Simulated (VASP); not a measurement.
Write the native input for VASP 6.6.1 that does the following.

```
Task                   : single point
Functional             : PBE
Potentials or basis    : VASP PAW PBE potentials, release 64 (Be)
Cutoff                 : 520 eV
k mesh                 : 21 × 21 × 12
Occupations            : gaussian, width 0.1 eV
Spin                   : no spin polarisation
Dipole correction      : no
Further INCAR settings : ALGO = Normal; EDIFF = 1e-07; NBANDS = 9
```

The structure of Be lies in POSCAR:

```
Be
1.0
    2.2146335627      0.0000000000      0.0000000000
   -1.1073167813      1.9179289254      0.0000000000
    0.0000000000      0.0000000000      3.4998434683
Be
2
Direct
    0.3333333333      0.6666666667      0.2500000000
    0.6666666667      0.3333333333      0.7500000000
```

One way to write it, as run:

INCAR

```
SYSTEM = Be
ALGO = Normal
EDIFF = 1E-7
ENCUT = 520
GGA = PE
ISIF = 2
ISMEAR = 0
LASPH = .True.
LCHARG = .False.
LREAL = .False.
LWAVE = .False.
NBANDS = 9
NELM = 100
PREC = Accurate
SIGMA = 0.1
```

KPOINTS

```
k-points
0
Gamma
  21 21 12
  0 0 0
```

Potentials or basis: VASP PAW PBE potentials, release 64 (Be).

Launch:

```sh
$ cat potpaw_PBE.64/Be/POTCAR > POTCAR
$ mpirun -np 1 vasp_std > vasp.out
```

It gave:

- Pressure: 8.6 GPa
- Band gap on the k mesh: zero (bands 2 and 3 overlap by 2.15 eV)

Caveat: the cell stands under pressure.

Wall time 9 s on 1 thread of Intel(R) Xeon(R) 6975P-C (Granite Rapids), on a shared host, peak memory 0.15 GiB.
